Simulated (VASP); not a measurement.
A run of VASP 6.6.1:

INCAR

```
SYSTEM = Sr7Ti8CdO23
PREC = Accurate
ENCUT = 520
EDIFF = 1E-7
ISMEAR = -1
SIGMA = 0.05
LREAL = Auto
LASPH = .True.
NELM = 150
ALGO = Normal
ISIF = 2
LWAVE = .False.
LCHARG = .False.
ISPIN = 2
MAGMOM = 0 0 0 0 0 0 0 0.333 0.333 0.333 0 0 0 0 0 0 0 0 0 0 0 0 0 0 0 0 0 0 0 0 0 0 0 0 0 0 0 0 0
LORBIT = 11
LMAXMIX = 4
GGA = PS
NELECT = 317.0
ISYM = 0
NBANDS = 187
```

Contents of KPOINTS:

```
Automatic mesh
0
Gamma
  1 1 1
  0.25 0.25 0.25
```

Contents of POSCAR:

```
Sr7Ti8CdO23
1.0
    7.7828210000      0.0000000000      0.0000000000
    0.0000000000      7.7828210000      0.0000000000
    0.0000000000      0.0000000000      7.7828210000
Sr Cd Ti O
7 1 8 23
Direct
    0.9954820000      0.9938970000      0.9960960000
    0.9951670000      0.9860820000      0.4981000000
    0.9945720000      0.5072640000      0.0008200000
    0.9832230000      0.5086810000      0.5009370000
    0.5098960000      0.9919050000      0.9989690000
    0.5110890000      0.9844610000      0.5023310000
    0.5118150000      0.5034550000      0.9999900000
    0.5013620000      0.4918570000      0.4923270000
    0.2759470000      0.2784590000      0.2816770000
    0.2443810000      0.2520290000      0.7278140000
    0.2514080000      0.7668480000      0.2471130000
    0.2507690000      0.7459310000      0.7525460000
    0.7702340000      0.2479750000      0.2450740000
    0.7464410000      0.2469920000      0.7535900000
    0.7489590000      0.7467900000      0.2497430000
    0.7483170000      0.7454190000      0.7484840000
    0.1826420000      0.2402660000      0.5064310000
    0.2411150000      0.7690220000      0.0000890000
    0.2515570000      0.7532090000      0.5023780000
    0.7473740000      0.2526530000      0.9998370000
    0.7718940000      0.2380200000      0.5025360000
    0.7562900000      0.7441230000      0.9992700000
    0.7434450000      0.7542410000      0.4990870000
    0.0067400000      0.2546220000      0.2245100000
    0.0112510000      0.2515210000      0.7965290000
    0.0013420000      0.7433780000      0.2583340000
    0.9993310000      0.7463170000      0.7420160000
    0.4939040000      0.2348910000      0.2123180000
    0.4956510000      0.2388820000      0.7683870000
    0.5000080000      0.7575790000      0.2397460000
    0.4992050000      0.7546810000      0.7587110000
    0.2482700000      0.0059560000      0.2543240000
    0.2489500000      0.0084420000      0.7600040000
    0.2500440000      0.4936020000      0.1978000000
    0.2487210000      0.4964640000      0.7813670000
    0.7564200000      0.9984350000      0.2460920000
    0.7541210000      0.9974330000      0.7531360000
    0.7509120000      0.4978350000      0.2521170000
    0.7522130000      0.4961710000      0.7445870000
```

Potentials or basis: VASP PAW PBE potentials, release 64 (Sr_sv, Cd, Ti_sv, O).

Run with:

```sh
$ cat potpaw_PBE.64/Sr_sv/POTCAR potpaw_PBE.64/Cd/POTCAR potpaw_PBE.64/Ti_sv/POTCAR potpaw_PBE.64/O/POTCAR > POTCAR
$ mpirun -np 1 vasp_std > vasp.out
```

Hardware: 1 thread of Intel(R) Xeon(R) Platinum 8559C (Emerald Rapids) (shared host).

Question: Estimate the wall time of this run.

Answer: It took 35 min on 1 thread of Intel(R) Xeon(R) Platinum 8559C (Emerald Rapids) (shared host), peak memory 0.94 GiB. Counts: scf iterations 27, k points 4.
